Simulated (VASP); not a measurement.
Write the native input for VASP 6.6.1 that does the following.

- Task: single point
- Functional: PBE
- Potentials or basis: VASP PAW PBE potentials, release 64 (Pb_d)
- Cutoff: 520 eV
- k mesh: 9 × 9 × 9
- Occupations: fermi-dirac, width 0.05 eV
- Spin: no spin polarisation
- Dipole correction: no
- Further INCAR settings: ALGO = Normal; EDIFF = 1e-06; NBANDS = 13

The structure of Pb lies in POSCAR:

```
Pb
1.0
    0.0000000000      2.4584086270      2.4584086270
    2.4584086270      0.0000000000      2.4584086270
    2.4584086270      2.4584086270      0.0000000000
Pb
1
Direct
    0.0000000000      0.0000000000      0.0000000000
```

This cell differs from its parent crystal: volume scaled by 0.98.

These files were run (other wordings do the same):

INCAR

```
SYSTEM = Pb
PREC = Accurate
ENCUT = 520
EDIFF = 1E-6
ISMEAR = -1
SIGMA = 0.05
LREAL = .FALSE.
LASPH = .TRUE.
NELM = 100
ALGO = Normal
ISIF = 2
LWAVE = .FALSE.
LCHARG = .TRUE.
GGA = PE
LELF = .TRUE.
LVHAR = .TRUE.
NBANDS = 13
```

KPOINTS

```
Automatic mesh
0
G
  9 9 9
  0 0 0
```

Potentials or basis: VASP PAW PBE potentials, release 64 (Pb_d).

Launch:

```sh
$ cat potpaw_PBE.64/Pb_d/POTCAR > POTCAR
$ mpirun -np 1 vasp_std > vasp.out
```

It gave:

```
Pressure               : 3.3 GPa
Band gap on the k mesh : zero (band 7 reaches 15.09 eV, above the bottom of band 8 at 5.92 eV)
```

Caveat: spin-orbit coupling is left out, which moves the levels of the heavy elements.

It took 6.1 s on 1 thread of Intel(R) Xeon(R) 6975P-C (Granite Rapids), on a shared host, peak memory 0.16 GiB.
